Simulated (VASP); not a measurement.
# SnS2 (P-3m1) in VASP: a series of runs

SnS2 is run at these levels: PBEsol; tasks: relaxation of shape and atoms at fixed volume, single point.

All numbers are computed with VASP 6.6.1; they aren't measurements. Logs are shortened: lines on timing, memory, paths and dates and some standing lists are left out, and cuts for length are marked.

## 1. The cell of the first run

Symmetry: P-3m1, No. 164, trigonal system. The conventional cell has a = 3.533 Å, b = 3.533 Å, c = 5.699 Å, α = 90.00°, β = 90.00°, γ = 120.00°. Sn (site symmetry -3m) has 6 S at 2.49 Å within 3.3 Å. S (site symmetry 3m) has 3 Sn at 2.49 Å within 3.3 Å.

## 2. Relaxation of shape and atoms at fixed volume, PBEsol

Contents of INCAR:

```
ALGO = Normal
EDIFF = 1E-7
EDIFFG = -0.02
ENCUT = 500
GGA = PS
GGA_COMPAT = False
IBRION = 2
ISIF = 4
ISMEAR = 0
LASPH = True
LCHARG = False
LREAL = False
LWAVE = False
NELM = 120
NELMIN = 4
NSW = 60
PREC = Accurate
SIGMA = 0.05
```

Contents of KPOINTS:

```
k-points
0
Gamma
  12 12 6
```

Contents of POSCAR:

```
SnS2
1.0
    3.5328971147      0.0000000000      0.0000000000
   -1.7664485573      3.0595786503      0.0000000000
    0.0000000000      0.0000000000      5.6992962888
Sn S
1 2
Direct
    0.0000000000      0.0000000000      0.0000000000
    0.3333333333      0.6666666667      0.2520000000
    0.6666666667      0.3333333333      0.7480000000
```

Potentials or basis: VASP PAW PBE potentials, release 64 (Sn_d, S).

Command:

```console
cat potpaw_PBE.64/Sn_d/POTCAR potpaw_PBE.64/S/POTCAR > POTCAR
mpirun -np 1 vasp_std > vasp.out
```

OUTCAR:

```text
EDIFF = 1E-7
   EDIFFG = -0.02
   ENCUT = 500
   GGA = PS
   IBRION = 2
   ISIF = 4
   ISMEAR = 0
   LASPH = True
   LREAL = False
   NELM = 120
   NELMIN = 4
   NSW = 60
   PREC = Accurate

 ion  position               nearest neighbor table
   1  0.000  0.000  0.000-   2 2.49   3 2.49   2 2.49   3 2.49   3 2.49   2 2.49
   2  0.333  0.667  0.252-   1 2.49   1 2.49   1 2.49
   3  0.667  0.333  0.748-   1 2.49   1 2.49   1 2.49

  LATTYP: Found a hexagonal cell.
 ALAT       =     3.5328971147
 C/A-ratio  =     1.6132075472

  Lattice vectors:

 A1 = (   3.5328971147,   0.0000000000,   0.0000000000)
 A2 = (  -1.7664485573,   3.0595786503,   0.0000000000)
 A3 = (   0.0000000000,   0.0000000000,   5.6992962888)

Analysis of symmetry for initial positions (statically):
=====================================================================
 Subroutine PRICEL returns:
 Original cell was already a primitive cell.

 Routine SETGRP: Setting up the symmetry group for a
 hexagonal supercell.

 Subroutine GETGRP returns: Found 12 space group operations
 (whereof 12 operations were pure point group operations)
 out of a pool of 24 trial point group operations.

The static configuration has the point symmetry D_3d.

Analysis of symmetry for dynamics (positions and initial velocities):
=====================================================================
 Subroutine PRICEL returns:
 Original cell was already a primitive cell.

 Routine SETGRP: Setting up the symmetry group for a
 hexagonal supercell.

 Subroutine GETGRP returns: Found 12 space group operations
 (whereof 12 operations were pure point group operations)
 out of a pool of 24 trial point group operations.

The dynamic configuration has the point symmetry D_3d.

 Subroutine INISYM returns: Found 12 space group operations
 (whereof 12 operations are pure point group operations),
 and found     1 'primitive' translations

----------------------------------------------------------------------------------------

                                     Primitive cell

  volume of cell :      61.6047

  direct lattice vectors                    reciprocal lattice vectors
     3.532897115  0.000000000  0.000000000     0.283053813  0.163421195  0.000000000
    -1.766448557  3.059578650  0.000000000     0.000000000  0.326842391  0.000000000
     0.000000000  0.000000000  5.699296289     0.000000000  0.000000000  0.175460258

  length of vectors
     3.532897115  3.532897115  5.699296289     0.326842391  0.326842391  0.175460258

  position of ions in fractional coordinates (direct lattice)
     0.000000000  0.000000000  0.000000000
     0.333333333  0.666666667  0.252000000
     0.666666667  0.333333333  0.748000000

  ion indices of the primitive-cell ions
   primitive index   ion index
                 1           1
                 2           2
                 3           3

----------------------------------------------------------------------------------------

 KPOINTS: k-points

Automatic generation of k-mesh.
 Grid dimensions read from file:
 generate k-points for:   12   12    6

 Generating k-lattice:

  Cartesian coordinates                     Fractional coordinates (reciprocal lattice)
     0.023587818  0.013618433  0.000000000     0.083333333  0.000000000  0.000000000
     0.000000000  0.027236866  0.000000000     0.000000000  0.083333333  0.000000000
     0.000000000  0.000000000  0.029243376     0.000000000  0.000000000  0.166666667

  Length of vectors
     0.027236866  0.027236866  0.029243376

  Shift w.r.t. Gamma in fractional coordinates (k-lattice)
     0.000000000  0.000000000  0.000000000

 Subroutine IBZKPT returns following result:
 ===========================================

 Found    100 irreducible k-points:

 Following reciprocal coordinates:
            Coordinates               Weight
  0.000000  0.000000  0.000000      1.000000
  0.083333  0.000000  0.000000      6.000000
  0.166667  0.000000  0.000000      6.000000
  0.250000  0.000000  0.000000      6.000000
  0.333333  0.000000  0.000000      6.000000
  0.416667 -0.000000  0.000000      6.000000
[... 16 lines left out ...]
  0.166667  0.000000  0.166667      6.000000
  0.000000  0.166667  0.166667      6.000000
 [... further k-points ...]
   k-points           NKPTS =    100   k-points in BZ     NKDIM =    100   number of bands    NBANDS=     17
   number of dos      NEDOS =    301   number of ions     NIONS =      3
   total plane-waves  NPLWV =  32928
   dimension x,y,z NGX =    28 NGY =   28 NGZ =   42
   dimension x,y,z NGXF=    56 NGYF=   56 NGZF=   84
   ions per type =               1   2
   NGX,Y,Z   is equivalent  to a cutoff of  13.18, 13.18, 12.25 a.u.
   NGXF,Y,Z  is equivalent  to a cutoff of  26.35, 26.35, 24.50 a.u.
 SYSTEM =  unknown system
   PREC   = accura    normal or accurate (medium, high low for compatibility)
   ISTART =      0    job   : 0-new  1-cont  2-samecut
   ICHARG =      2    charge: 1-file 2-atom 10-const
   ISPIN  =      1    spin polarized calculation?
   LNONCOLLINEAR =      F non collinear calculations
   LSORBIT =      F    spin-orbit coupling
   LASPH  =      T    aspherical Exc in radial PAW
   ENCUT  =  500.0 eV  36.75 Ry    6.06 a.u.   6.44  6.44 10.39*2*pi/ulx,y,z
   NELM   =    120;   NELMIN=  4; NELMDL= -5     # of ELM steps
   EDIFF  = 0.1E-06   stopping-criterion for ELM
   LREAL  =      F    real-space projection
   EDIFFG = -.2E-01   stopping-criterion for IOM
   NSW    =     60    number of steps for IOM
   IBRION =      2    ionic relax: 0-MD 1-quasi-New 2-CG
   NFREE  =      1    steps in history (QN), initial steepest desc. (CG)
   ISIF   =      4    stress and relaxation
   ISYM   =      2    0-nonsym 1-usesym 2-fastsym
   POTIM  = 0.5000    time-step for ionic-motion
   TEBEG  =    0.0;   TEEND  =   0.0 temperature during run
   PSTRESS=    0.0 pullay stress
   NELECT =      26.0000    total number of electrons
   NUPDOWN=      -1.0000    fix difference up-down
   EMIN   =  10.00;   EMAX   =-10.00  energy-range for DOS
   EFERMI =   0.00;   METHOD = LEGACY
   ISMEAR =     0;   SIGMA  =   0.05  broadening in eV -4-tet -1-fermi 0-gaus
   EFERMI_NEDOS =   21; number of points for ismear=-14 and -15
   IALGO  =     38    algorithm
   IMIX   =      4    mixing-type and parameters
     AMIX     =   0.40;   BMIX     =  1.00
     AMIX_MAG =   1.60;   BMIX_MAG =  1.00
  volume/ion in A,a.u.               =      20.53       138.58
  Fermi-wavevector in a.u.,A,eV,Ry     =   1.227990  2.320564 20.517018  1.507958
  Thomas-Fermi vector in A             =   2.362932
   LORBIT       =      0    0 simple, 1 ext, 2 COOP (PROOUT), +10 PAW based schemes
   GGA     = PS    functional components
   LHFCALC =     F    Hartree Fock is set to
   AEXX    =    0.0000 exact exchange contribution
   IVDW    =     0    specifies the selected vdW correction
   LEPSILON=     F    determine dielectric tensor
   LRPA    =     F    only Hartree local field effects (RPA)
 conjugate gradient relaxation of ions
 non-spin polarized calculation
 Gauss-broadening in eV      SIGMA  =   0.05
  energy-cutoff  :      500.00
  volume of cell :       61.60
 maximum number of plane-waves:      1583
 NGX is ok and might be reduce to    28
   NGX = 13   NGY = 13   NGZ = 21

--------------------------------------- Ionic step        1  -------------------------------------------

 number of electron      25.9999996 magnetization

 Free energy of the ion-electron system (eV)
  ---------------------------------------------------
  ext. energy  EPLUGINS =         0.00000000
  ---------------------------------------------------
  free energy    TOTEN  =       -14.09673835 eV

  energy without entropy =      -14.09673835  energy(sigma->0) =      -14.09673835

------------------------ aborting loop because EDIFF is reached ----------------------------------------

  FORCE on cell =-STRESS in cart. coord.  units (eV):
  Direction    XX          YY          ZZ          XY          YZ          ZX
  --------------------------------------------------------------------------------------
  -------------------------------------------------------------------------------------
  Total        3.8507823      3.8507823      3.4102878      0.0000000      0.0000000     -0.0000000
  in kB      100.1487895    100.1487895     88.6926777      0.0000000      0.0000000     -0.0000000
  external PRESSURE =      96.3300856 kB  Pullay stress =       0.0000000 kB
[... 133 lines left out ...]
  energy  without entropy=      -14.1915336376  energy(sigma->0) =      -14.19153364

--------------------------------------- Ionic step        5  -------------------------------------------

 number of electron      25.9999991 magnetization

 Free energy of the ion-electron system (eV)
  ---------------------------------------------------
  ext. energy  EPLUGINS =         0.00000000
  ---------------------------------------------------
  free energy    TOTEN  =       -14.19530262 eV

  energy without entropy =      -14.19530262  energy(sigma->0) =      -14.19530262

 E-fermi :   6.4841     XC(G=0): -10.3788

 val. band max:        6.2309948783   @ k =   0.0833   0.0000   0.0000
 cond. band min:       7.0956004352   @ k =   0.0000   0.4167   0.3333
 fundamental gap:      0.8646055569
 Fermi energy:         6.4840527287

 k-point     1 :       0.0000    0.0000    0.0000
  band No.  band energies     occupation
      1     -15.0585      2.00000
      2     -15.0585      2.00000
      3     -15.0100      2.00000
      4     -14.9772      2.00000
      5     -14.9772      2.00000
      6      -8.3734      2.00000
[... 9 lines left out ...]
     16      11.3513      0.00000
     17      11.3513      0.00000
[... 443 lines left out ...]
      1     -15.0788      2.00000
      2     -15.0415      2.00000
      3     -14.9979      2.00000
      4     -14.9868      2.00000
      5     -14.9750      2.00000
      6      -7.9718      2.00000
[... 9 lines left out ...]
     16      11.5861      0.00000
     17      12.0106      0.00000

 [... further k-points ...]

------------------------ aborting loop because EDIFF is reached ----------------------------------------

  FORCE on cell =-STRESS in cart. coord.  units (eV):
  Direction    XX          YY          ZZ          XY          YZ          ZX
  --------------------------------------------------------------------------------------
  -------------------------------------------------------------------------------------
  Total        1.5072221      1.5072221      1.4897814      0.0000000      0.0000000     -0.0000000
  in kB       39.1989091     39.1989091     38.7453226      0.0000000      0.0000000     -0.0000000
  external PRESSURE =      39.0477136 kB  Pullay stress =       0.0000000 kB
[... 18 lines left out ...]
  FREE ENERGIE OF THE ION-ELECTRON SYSTEM (eV)
  ---------------------------------------------------
  free  energy   TOTEN  =       -14.1953026225 eV

  energy  without entropy=      -14.1953026225  energy(sigma->0) =      -14.19530262

 reached required accuracy - stopping structural energy minimisation
```

Run time: 6.9 min. Hardware: 1 thread of Oxide Virtual Turin-like, shared host; peak memory 0.21 GiB.

Results:

```
Free energy                  : -14.1953 eV
Energy gained by relaxing    : 32.9 meV/atom
Ionic steps                  : 5
Pressure after relaxing      : 3.9 GPa
Largest force after relaxing : 0.004 eV/Å
Band gap on the k mesh       : 0.86 eV (least direct gap 1.59 eV)
```

Forces in eV/Å, atoms in the order of the input:
```
Sn   0.000  0.000  0.000
S    0.000  0.000  0.004
S    0.000  0.000 -0.004
```

Step by step:
| step | energy change (eV) | largest force (eV/Å) | pressure (GPa) | volume (Å³) |
| --- | --- | --- | --- | --- |
| 1 | 0.0000 | 0.9406 | 9.63 | 61.60 |
| 2 | -0.0619 | 0.3637 | 6.87 | 61.60 |
| 3 | -0.0769 | 0.0912 | 4.77 | 61.60 |
| 4 | -0.0948 | 0.0314 | 4.26 | 61.60 |
| 5 | -0.0986 | 0.0045 | 3.90 | 61.60 |

Final structure:
```cif
data_structure
_symmetry_space_group_name_H-M 'P 1'
_symmetry_Int_Tables_number 1
_cell_length_a 3.6078
_cell_length_b 3.6078
_cell_length_c 5.4652
_cell_angle_alpha 90.000
_cell_angle_beta 90.000
_cell_angle_gamma 120.000
_cell_volume 61.60
loop_
_atom_site_label
_atom_site_type_symbol
_atom_site_fract_x
_atom_site_fract_y
_atom_site_fract_z
_atom_site_occupancy
Sn1 Sn 0.00000 0.00000 0.00000 1
S1 S 0.33333 0.66667 0.26960 1
S2 S 0.66667 0.33333 0.73040 1
```

Caveat: the PAW data sets were made with another functional, which shifts forces and pressure a little; spin-orbit coupling is left out, which moves the levels of the heavy elements. A k mesh can miss the band edges.

[end of part 1 of 2]
